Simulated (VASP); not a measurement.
Set up this calculation in VASP 6.6.1, as the native input.

```yaml
Task: relaxation of shape and atoms at fixed volume
Functional: PBE
Potentials_or_basis: VASP PAW PBE potentials, release 64 (Cs_sv)
Cutoff: 600 eV
k_mesh: 8 × 8 × 5
Occupations: fermi-dirac, width 0.05 eV
Spin: no spin polarisation
Dipole_correction: no
Further_INCAR_settings: ALGO = Normal; EDIFF = 1e-06; IBRION = 2; EDIFFG = -0.005; NSW = 50; ISIF = 4
```

The structure of Cs lies in POSCAR:

```
Cs
1.0
    5.2075958901      0.0000000000      0.0000000000
   -2.6037979450      4.5099103334      0.0000000000
    0.0000000000      0.0000000000      8.4363053419
Cs
2
Direct
    0.3333333333      0.6666666667      0.2500000000
    0.6666666667      0.3333333333      0.7500000000
```

This isn't the form of Cs at room conditions, which is bcc.

One way to write it, as run:

INCAR

```
SYSTEM = Cs
PREC     = Accurate       ! precision mode
ENCUT    = 600            ! plane-wave cutoff, eV
EDIFF    = 1E-6           ! SCF threshold, eV
ISMEAR   = -1             ! smearing method
SIGMA    = 0.05           ! smearing width, eV
LREAL    = .False.        ! projectors in reciprocal space
LASPH    = .True.         ! aspherical terms in the spheres
NELM     = 100            ! most SCF steps
ALGO     = Normal         ! electronic algorithm
ISIF     = 4              ! what is computed and relaxed
LWAVE    = .False.        ! write WAVECAR
LCHARG   = .False.        ! write CHGCAR
GGA      = PE             ! functional
IBRION   = 2              ! ionic algorithm
NSW      = 50             ! ionic steps
EDIFFG   = -0.005         ! ionic threshold
```

KPOINTS

```
regular mesh
0
Gamma
  8 8 5
  0 0 0
```

Potentials or basis: VASP PAW PBE potentials, release 64 (Cs_sv).

Command:

```console
$ cat potpaw_PBE.64/Cs_sv/POTCAR > POTCAR
$ mpirun -np 1 vasp_std > vasp.out
```

It gave:

- Energy gained by relaxing: 0.1 meV/atom
- Ionic steps: 4
- Pressure after relaxing: 0.4 GPa
- Band gap on the k mesh: zero (bands 9 and 10 overlap by 1.35 eV)

Caveat: spin-orbit coupling is left out, which moves the levels of the heavy elements.

Run time: 120 s on 1 thread of AMD EPYC 9R45 96-Core Processor (Zen 5), on a shared host, peak memory 0.35 GiB.
